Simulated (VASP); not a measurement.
Wanted: the native input for a VASP 6.6.1 run.

* Task: single point
* Functional: PBE
* Potentials or basis: VASP PAW PBE potentials, release 64 (Al, N)
* Cutoff: 520 eV
* k mesh: 10 × 10 × 10
* Occupations: fermi-dirac, width 0.02 eV
* Spin: no spin polarisation
* Dipole correction: no
* Further INCAR settings: ALGO = Normal; EDIFF = 1e-07; NBANDS = 11

The structure of AlN lies in POSCAR:

```
AlN
1.0
    0.0000000000      2.0592458212      1.9894038838
    2.0592458212      0.0000000000      1.9894038838
    2.0592458212      2.0592458212      0.0000000000
Al N
1 1
Direct
    0.0000000000      0.0000000000      0.0000000000
    0.5000000000      0.5000000000      0.5000000000
```

This cell differs from its parent crystal: epitaxial xy strain +2.0%.

These files were run (other wordings do the same):

INCAR

```
SYSTEM = AlN
  ALGO = Normal
  EDIFF = 1E-7
  ENCUT = 520
  GGA = PE
  ISIF = 2
  ISMEAR = -1
  LASPH = .TRUE.
  LCHARG = .TRUE.
  LELF = .TRUE.
  LREAL = .FALSE.
  LVHAR = .TRUE.
  LWAVE = .FALSE.
  NBANDS = 11
  NELM = 60
  PREC = Accurate
  SIGMA = 0.02
```

KPOINTS

```
k-points
0
G
  10 10 10
  0 0 0
```

Potentials or basis: VASP PAW PBE potentials, release 64 (Al, N).

Command:

```sh
$ cat potpaw_PBE.64/Al/POTCAR potpaw_PBE.64/N/POTCAR > POTCAR
$ mpirun -np 1 vasp_std > vasp.out
```

Results of the run:

The pressure is 0.1 GPa and the band gap on the k mesh is 4.14 eV, indirect (least direct gap 5.28 eV).

Caveat: the cell differs from its parent crystal (epitaxial xy strain +2.0%).

Run time: 6.5 s on 1 thread of Intel(R) Xeon(R) 6975P-C (Granite Rapids), on a shared host, peak memory 0.14 GiB.
